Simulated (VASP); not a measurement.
Input of a VASP 6.6.1 run:

Contents of POSCAR:

```
BP
1.0
    0.0000000000      2.2683156840      2.2122882866
    2.2683156840      0.0000000000      2.2122882866
    2.2683156840      2.2683156840      0.0000000000
B P
1 1
Direct
    0.0000000000      0.0000000000      0.0000000000
    0.2500000000      0.2500000000      0.2500000000
```

INCAR.step1

```
  ALGO = Normal
  EDIFF = 1E-4
  ENCUT = 520
  GGA = PE
  ISMEAR = 0
  LASPH = True
  LCHARG = False
  LREAL = False
  LWAVE = True
  NBANDS = 11
  NELM = 60
  PREC = Accurate
  SIGMA = 0.01
```

File INCAR.step2:

```
  ALGO = Normal
  EDIFF = 1E-6
  ENCUT = 520
  ISIF = 2
  ISMEAR = 0
  ISTART = 1
  LASPH = True
  LCHARG = False
  LMIXTAU = True
  LREAL = False
  LWAVE = False
  METAGGA = R2SCAN
  NBANDS = 11
  NELM = 60
  PREC = Accurate
  SIGMA = 0.01
```

The input KPOINTS:

```
k-points
0
Gamma
  10 10 10
```

Potentials or basis: VASP PAW PBE potentials, release 64 (B, P).

Run with:

```bash
$ cat potpaw_PBE.64/B/POTCAR potpaw_PBE.64/P/POTCAR > POTCAR
$ cp INCAR.step1 INCAR
$ mpirun -np 1 vasp_std > vasp.out
$ cp INCAR.step2 INCAR
$ mpirun -np 1 vasp_std > vasp.out
```

**Question.** Estimate the band gap on the k mesh.

**Answer.** 1.01 eV, indirect (least direct gap 3.41 eV).

**Question.** Predict the pressure.

**Answer.** 3.9 GPa.

Stress tensor (GPa, compression positive):
```
1.50 0.00 0.00
0.00 1.50 0.00
0.00 0.00 8.64
```

Caveat: the cell differs from its parent crystal (uniaxial z strain -2.5%); the PAW data sets were made with another functional, which shifts forces and pressure a little. A k mesh can miss the band edges.
